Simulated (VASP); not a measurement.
# BAs (Pm-3m) in VASP: further runs, part 2 of 2

VASP 6.6.1. Earlier steps stand in the parts before.

## (3) Single point, PBE-based screened hybrid with 30 % exact exchange

Input file POSCAR:

```
BAs
1.0
    2.9570103300      0.0000000000      0.0000000000
    0.0000000000      2.9570103300      0.0000000000
    0.0000000000      0.0000000000      2.9570103300
B As
1 1
Direct
    0.5000000000      0.5000000000      0.5000000000
    0.0000000000      0.0000000000      0.0000000000
```

Input file INCAR.step1:

```
SYSTEM = BAs
ALGO = Normal
EDIFF = 1E-5
ENCUT = 520
GGA = PE
ISIF = 2
ISMEAR = -1
LASPH = .True.
LREAL = .False.
LWAVE = .True.
NBANDS = 11
NELM = 60
PREC = Accurate
SIGMA = 0.05
```

Input file INCAR.step2:

```
SYSTEM = BAs
AEXX = 0.3
ALGO = Normal
EDIFF = 1E-6
ENCUT = 520
GGA = PE
HFSCREEN = 0.2
ISIF = 2
ISMEAR = -1
ISTART = 1
LASPH = .True.
LCHARG = .True.
LELF = .True.
LHFCALC = .True.
LREAL = .False.
LVHAR = .True.
LWAVE = .False.
NBANDS = 11
NELM = 60
PREC = Accurate
PRECFOCK = Normal
SIGMA = 0.05
```

Input file KPOINTS:

```
k-points
0
Gamma
  5 5 5
  0 0 0
```

Potentials or basis: VASP PAW PBE potentials, release 64 (B, As).

Launch:

```sh
$ cat potpaw_PBE.64/B/POTCAR potpaw_PBE.64/As/POTCAR > POTCAR
$ cp INCAR.step1 INCAR
$ mpirun -np 1 vasp_std > vasp.out
$ cp INCAR.step2 INCAR
$ mpirun -np 1 vasp_std > vasp.out
```

OUTCAR:

```text
SYSTEM = BAs
   AEXX = 0.3
   EDIFF = 1E-6
   ENCUT = 520
   GGA = PE
   HFSCREEN = 0.2
   ISIF = 2
   ISMEAR = -1
   ISTART = 1
   LASPH = .True.
   LHFCALC = .True.
   LREAL = .False.
   NELM = 60
   PREC = Accurate
   PRECFOCK = Normal

 ion  position               nearest neighbor table
   1  0.500  0.500  0.500-
   2  0.000  0.000  0.000-

  LATTYP: Found a simple cubic cell.
 ALAT       =     2.9570103300

  Lattice vectors:

 A1 = (   2.9570103300,   0.0000000000,   0.0000000000)
 A2 = (   0.0000000000,   2.9570103300,   0.0000000000)
 A3 = (   0.0000000000,   0.0000000000,   2.9570103300)

Analysis of symmetry for initial positions (statically):
=====================================================================
 Subroutine PRICEL returns:
 Original cell was already a primitive cell.

 Routine SETGRP: Setting up the symmetry group for a
 simple cubic supercell.

 Subroutine GETGRP returns: Found 48 space group operations
 (whereof 48 operations were pure point group operations)
 out of a pool of 48 trial point group operations.

The static configuration has the point symmetry O_h .

Analysis of symmetry for dynamics (positions and initial velocities):
=====================================================================
 Subroutine PRICEL returns:
 Original cell was already a primitive cell.

 Routine SETGRP: Setting up the symmetry group for a
 simple cubic supercell.

 Subroutine GETGRP returns: Found 48 space group operations
 (whereof 48 operations were pure point group operations)
 out of a pool of 48 trial point group operations.

The dynamic configuration has the point symmetry O_h .

 Subroutine INISYM returns: Found 48 space group operations
 (whereof 48 operations are pure point group operations),
 and found     1 'primitive' translations

----------------------------------------------------------------------------------------

                                     Primitive cell

  volume of cell :      25.8558

  direct lattice vectors                    reciprocal lattice vectors
     2.957010330  0.000000000  0.000000000     0.338179407  0.000000000  0.000000000
     0.000000000  2.957010330  0.000000000     0.000000000  0.338179407  0.000000000
     0.000000000  0.000000000  2.957010330     0.000000000  0.000000000  0.338179407

  length of vectors
     2.957010330  2.957010330  2.957010330     0.338179407  0.338179407  0.338179407

  position of ions in fractional coordinates (direct lattice)
     0.500000000  0.500000000  0.500000000
     0.000000000  0.000000000  0.000000000

  ion indices of the primitive-cell ions
   primitive index   ion index
                 1           1
                 2           2

----------------------------------------------------------------------------------------

 KPOINTS: k-points

Automatic generation of k-mesh.
 Grid dimensions read from file:
 generate k-points for:    5    5    5

 Generating k-lattice:

  Cartesian coordinates                     Fractional coordinates (reciprocal lattice)
[... 29 lines left out ...]
   total plane-waves  NPLWV =  13824
   dimension x,y,z NGX =    24 NGY =   24 NGZ =   24
   dimension x,y,z NGXF=    48 NGYF=   48 NGZF=   48
   ions per type =               1   1
   NGX,Y,Z   is equivalent  to a cutoff of  13.49, 13.49, 13.49 a.u.
   NGXF,Y,Z  is equivalent  to a cutoff of  26.99, 26.99, 26.99 a.u.
 SYSTEM =  BAs
   PREC   = accura    normal or accurate (medium, high low for compatibility)
   ISTART =      1    job   : 0-new  1-cont  2-samecut
   ICHARG =      0    charge: 1-file 2-atom 10-const
   ISPIN  =      1    spin polarized calculation?
   LNONCOLLINEAR =      F non collinear calculations
   LSORBIT =      F    spin-orbit coupling
   LASPH  =      T    aspherical Exc in radial PAW
   ENCUT  =  520.0 eV  38.22 Ry    6.18 a.u.   5.50  5.50  5.50*2*pi/ulx,y,z
   NELM   =     60;   NELMIN=  2; NELMDL=  0     # of ELM steps
   EDIFF  = 0.1E-05   stopping-criterion for ELM
   LREAL  =      F    real-space projection
   EDIFFG = 0.1E-04   stopping-criterion for IOM
   NSW    =      0    number of steps for IOM
   IBRION =     -1    ionic relax: 0-MD 1-quasi-New 2-CG
   NFREE  =      0    steps in history (QN), initial steepest desc. (CG)
   ISIF   =      2    stress and relaxation
   ISYM   =      3    0-nonsym 1-usesym 2-fastsym
   POTIM  = 0.5000    time-step for ionic-motion
   TEBEG  =    0.0;   TEEND  =   0.0 temperature during run
   PSTRESS=    0.0 pullay stress
   NELECT =       8.0000    total number of electrons
   NUPDOWN=      -1.0000    fix difference up-down
   EMIN   =  10.00;   EMAX   =-10.00  energy-range for DOS
   EFERMI =   0.00;   METHOD = LEGACY
   ISMEAR =    -1;   SIGMA  =   0.05  broadening in eV -4-tet -1-fermi 0-gaus
   EFERMI_NEDOS =   21; number of points for ismear=-14 and -15
   IALGO  =     38    algorithm
   IMIX   =      1    mixing-type and parameters
     AMIX     =   0.40;   BMIX     =  1.00
     AMIX_MAG =   1.60;   BMIX_MAG =  1.00
  volume/ion in A,a.u.               =      12.93        87.24
  Fermi-wavevector in a.u.,A,eV,Ry     =   1.107266  2.092429 16.681261  1.226038
  Thomas-Fermi vector in A             =   2.243778
   LORBIT       =      0    0 simple, 1 ext, 2 COOP (PROOUT), +10 PAW based schemes
   GGA     = PE    functional components
   LHFCALC =     T    Hartree Fock is set to
   PRECFOCK=normal    Normal, Fast or Accurate (Low or Medium for compatibility)
   ENCUT4O =  -1.0   cutoff for four orbital integrals eV
   NKREDX  =     1    reduce k-point grid by
   NKREDY  =     1    reduce k-point grid by
   NKREDZ  =     1    reduce k-point grid by
   AEXX    =    0.3000 exact exchange contribution
   HFSCREEN=    0.2000 screening length (either q_TF or 0.3 A-1)
   HFSCREENC=   0.2000 screening length for correlation (either q_TF or 0.3 A-1)
   ENCUTFOCK=  -1.0 apply spherical cutoff to Coloumb kernel
   IVDW    =     0    specifies the selected vdW correction
   LEPSILON=     F    determine dielectric tensor
   LRPA    =     F    only Hartree local field effects (RPA)
 non-spin polarized calculation
  energy-cutoff  :      520.00
  volume of cell :       25.86
 maximum number of plane-waves:       739
 NGX is ok and might be reduce to    24
  NGX = 18; NGY = 18; NGZ = 18

 number of electron       7.9999999 magnetization

 Free energy of the ion-electron system (eV)
  ---------------------------------------------------
  ext. energy  EPLUGINS =         0.00000000
  ---------------------------------------------------
  free energy    TOTEN  =        -9.93347554 eV

  energy without entropy =       -9.92996879  energy(sigma->0) =       -9.93172216

 E-fermi :   7.0332     XC(G=0):  -8.9175

 val. band max:        6.8773330967   @ k =   0.4000   0.4000   0.2000
 cond. band min:       7.3551535501   @ k =   0.2000   0.2000   0.0000
 fundamental gap:      0.4778204535
 Fermi energy:         7.0332311802

 k-point     1 :       0.0000    0.0000    0.0000
  band No.  band energies     occupation
      1     -10.9766      2.00000
      2       5.8126      2.00000
      3       5.8126      2.00000
      4       5.8126      2.00000
      5       6.4104      1.99999
      6      13.0419      0.00000
      7      13.0419      0.00000
      8      17.3532      0.00000
      9      17.3532      0.00000
     10      17.3532      0.00000
     11      26.7713      0.00000
[... 113 lines left out ...]
 k-point    10 :       0.4000    0.4000    0.4000
  band No.  band energies     occupation
      1      -3.1672      2.00000
      2       1.0075      2.00000
      3       2.5204      2.00000
      4       2.5204      2.00000
      5       4.5869      2.00000
      6       6.5088      1.99994
      7       6.5088      1.99994
      8       9.3107      0.00000
      9      25.7245      0.00000
     10      26.7109      0.00000
     11      26.7109      0.00000

------------------------ aborting loop because EDIFF is reached ----------------------------------------

  FORCE on cell =-STRESS in cart. coord.  units (eV):
  Direction    XX          YY          ZZ          XY          YZ          ZX
  --------------------------------------------------------------------------------------
  -------------------------------------------------------------------------------------
  Total       -1.5744306     -1.5744306     -1.5744306     -0.0000000     -0.0000000      0.0000000
  in kB      -97.5608519    -97.5608519    -97.5608519     -0.0000000     -0.0000000      0.0000000
  external PRESSURE =     -97.5608519 kB  Pullay stress =       0.0000000 kB

 VOLUME and BASIS-vectors are now :
 -----------------------------------------------------------------------------
  energy-cutoff  :      520.00
  volume of cell :       25.86
      direct lattice vectors                 reciprocal lattice vectors
     2.957010330  0.000000000  0.000000000     0.338179407  0.000000000  0.000000000
     0.000000000  2.957010330  0.000000000     0.000000000  0.338179407  0.000000000
     0.000000000  0.000000000  2.957010330     0.000000000  0.000000000  0.338179407

 POSITION                                       TOTAL-FORCE (eV/Angst)
 -----------------------------------------------------------------------------------
      1.47851      1.47851      1.47851         0.000000      0.000000      0.000000
      0.00000      0.00000      0.00000         0.000000      0.000000      0.000000
 -----------------------------------------------------------------------------------
    total drift:                               -0.000000     -0.000000     -0.000000

  FREE ENERGIE OF THE ION-ELECTRON SYSTEM (eV)
  ---------------------------------------------------
  free  energy   TOTEN  =        -9.9334755423 eV

  energy  without entropy=       -9.9299687851  energy(sigma->0) =       -9.93172216
```

It took 8.6 min on 1 thread of Intel Xeon 8259CL, shared host; peak memory 0.21 GiB.

What came out:

```
Free energy            : -9.9335 eV
Pressure               : -9.8 GPa
Band gap on the k mesh : zero (bands 4 and 5 overlap by 4.24 eV)
```

Levels at points of the mesh, in eV from the Fermi level:
```
           k point  band 2  band 3  band 4  band 5  band 6  band 7
(0.00, 0.00, 0.00)   -1.22   -1.22   -1.22   -0.62    6.01    6.01
```

Caveat: the k points lie up to 0.42 Å⁻¹ apart, too coarse for converged energies and pressures of a metal; the PAW data sets were made with another functional, which shifts forces and pressure a little.

## (4) Single point, PBE-based screened hybrid with 40 % exact exchange

POSCAR is that of step 3.

Input file INCAR.step1:

```
SYSTEM = BAs
ALGO = Normal ; EDIFF = 1E-5
ENCUT = 520 ; GGA = PE
ISIF = 2 ; ISMEAR = -1
LASPH = .TRUE. ; LREAL = .FALSE.
LWAVE = .TRUE. ; NBANDS = 11
NELM = 60 ; PREC = Accurate
SIGMA = 0.05
```

Input file INCAR.step2:

```
SYSTEM = BAs
AEXX = 0.4 ; ALGO = Normal
EDIFF = 1E-6 ; ENCUT = 520
GGA = PE ; HFSCREEN = 0.2
ISIF = 2 ; ISMEAR = -1
ISTART = 1 ; LASPH = .TRUE.
LCHARG = .TRUE. ; LELF = .TRUE.
LHFCALC = .TRUE. ; LREAL = .FALSE.
LVHAR = .TRUE. ; LWAVE = .FALSE.
NBANDS = 11 ; NELM = 60
PREC = Accurate ; PRECFOCK = Normal
SIGMA = 0.05
```

Input file KPOINTS:

```
k-points
0
G
  5 5 5
  0 0 0
```

Launch:

```sh
$ cat potpaw_PBE.64/B/POTCAR potpaw_PBE.64/As/POTCAR > POTCAR
$ cp INCAR.step1 INCAR
$ mpirun -np 1 vasp_std > vasp.out
$ cp INCAR.step2 INCAR
$ mpirun -np 1 vasp_std > vasp.out
```

It took 9.3 min on 1 thread of Intel Xeon 8259CL, shared host; peak memory 0.22 GiB.

The run converged. Its results:

```
Free energy            : -10.5050 eV
Pressure               : -11.1 GPa
Band gap on the k mesh : zero (bands 4 and 5 overlap by 4.48 eV)
```

Levels at points of the mesh, in eV from the Fermi level:
| k point | band 2 | band 3 | band 4 | band 5 | band 6 | band 7 |
| --- | --- | --- | --- | --- | --- | --- |
| (0.00, 0.00, 0.00) | -1.29 | -1.29 | -1.29 | -0.59 | 6.18 | 6.18 |

Caveat: the k points lie up to 0.42 Å⁻¹ apart, too coarse for converged energies and pressures of a metal; the PAW data sets were made with another functional, which shifts forces and pressure a little.

## (5) Single point, PBE-based screened hybrid with 50 % exact exchange

POSCAR is that of step 4.

Input file INCAR.step1:

```
  ALGO = Normal
  EDIFF = 1E-5
  ENCUT = 520
  GGA = PE
  ISIF = 2
  ISMEAR = -1
  LASPH = T
  LCHARG = F
  LREAL = F
  LWAVE = T
  NBANDS = 11
  NELM = 80
  PREC = Accurate
  SIGMA = 0.05
```

Input file INCAR.step2:

```
  AEXX = 0.5
  ALGO = Normal
  EDIFF = 1E-6
  ENCUT = 520
  GGA = PE
  HFSCREEN = 0.2
  ISIF = 2
  ISMEAR = -1
  ISTART = 1
  LASPH = T
  LCHARG = F
  LHFCALC = T
  LREAL = F
  LWAVE = F
  NBANDS = 11
  NELM = 80
  PREC = Accurate
  PRECFOCK = Normal
  SIGMA = 0.05
```

Input file KPOINTS:

```
k-points
0
Gamma
  5 5 5
```

Potentials or basis: VASP PAW PBE potentials, release 64 (B, As).

Launch:

```sh
$ cat potpaw_PBE.64/B/POTCAR potpaw_PBE.64/As/POTCAR > POTCAR
$ cp INCAR.step1 INCAR
$ mpirun -np 1 vasp_std > vasp.out
$ cp INCAR.step2 INCAR
$ mpirun -np 1 vasp_std > vasp.out
```

OUTCAR:

```text
AEXX = 0.5
   EDIFF = 1E-6
   ENCUT = 520
   GGA = PE
   HFSCREEN = 0.2
   ISIF = 2
   ISMEAR = -1
   ISTART = 1
   LASPH = T
   LHFCALC = T
   LREAL = F
   NELM = 80
   PREC = Accurate
   PRECFOCK = Normal

 ion  position               nearest neighbor table
   1  0.500  0.500  0.500-
   2  0.000  0.000  0.000-

  LATTYP: Found a simple cubic cell.
 ALAT       =     2.9570103300
[... 317 lines left out ...]
      9      26.7281      0.00000
     10      27.7814      0.00000
     11      27.7814      0.00000

------------------------ aborting loop because EDIFF is reached ----------------------------------------

  FORCE on cell =-STRESS in cart. coord.  units (eV):
  Direction    XX          YY          ZZ          XY          YZ          ZX
  --------------------------------------------------------------------------------------
  -------------------------------------------------------------------------------------
  Total       -2.0186443     -2.0186443     -2.0186443      0.0000000      0.0000000      0.0000000
  in kB     -125.0869103   -125.0869103   -125.0869103      0.0000000      0.0000000      0.0000000
  external PRESSURE =    -125.0869103 kB  Pullay stress =       0.0000000 kB

 VOLUME and BASIS-vectors are now :
 -----------------------------------------------------------------------------
  energy-cutoff  :      520.00
  volume of cell :       25.86
      direct lattice vectors                 reciprocal lattice vectors
     2.957010330  0.000000000  0.000000000     0.338179407  0.000000000  0.000000000
     0.000000000  2.957010330  0.000000000     0.000000000  0.338179407  0.000000000
     0.000000000  0.000000000  2.957010330     0.000000000  0.000000000  0.338179407

 POSITION                                       TOTAL-FORCE (eV/Angst)
 -----------------------------------------------------------------------------------
      1.47851      1.47851      1.47851         0.000000      0.000000      0.000000
      0.00000      0.00000      0.00000         0.000000      0.000000      0.000000
 -----------------------------------------------------------------------------------
    total drift:                               -0.000011     -0.000012     -0.000033

  FREE ENERGIE OF THE ION-ELECTRON SYSTEM (eV)
  ---------------------------------------------------
  free  energy   TOTEN  =       -11.0896190564 eV

  energy  without entropy=      -11.0862395942  energy(sigma->0) =      -11.08792933
```

It took 10 min on 1 thread of Intel Xeon 8259CL, shared host; peak memory 0.22 GiB.

What came out:

```yaml
Free_energy: -11.0896 eV
Pressure: -12.5 GPa
Band_gap_on_the_k_mesh: zero (bands 4 and 5 overlap by 4.72 eV)
```

Caveat: the k points lie up to 0.42 Å⁻¹ apart, too coarse for converged energies and pressures of a metal; the PAW data sets were made with another functional, which shifts forces and pressure a little.

## (6) Overview

| level | share of exact exchange | gap on the mesh (eV) | pressure (GPa) |
| --- | --- | --- | --- |
| PBE-based screened hybrid with 25 % exact exchange | 0.25 | none | -9.0 |
| PBE-based screened hybrid with 30 % exact exchange | 0.3 | none | -9.8 |
| PBE-based screened hybrid with 40 % exact exchange | 0.4 | none | -11.1 |
| PBE-based screened hybrid with 50 % exact exchange | 0.5 | none | -12.5 |

Alike in all rows: task single point; potentials or basis VASP PAW PBE potentials, release 64 (B, As); no spin polarisation; cell as given; k mesh 5 × 5 × 5; cutoff (eV) 520; smearing fermi-dirac 0.05 eV.

Caveats: all runs use coarse meshes; the PAW data sets were made with another functional, which shifts forces and pressure a little.

Absolute energies hang on the potentials; compare differences alone.

The gap in the log of VASP goes by the Fermi energy; the results here count the filled bands.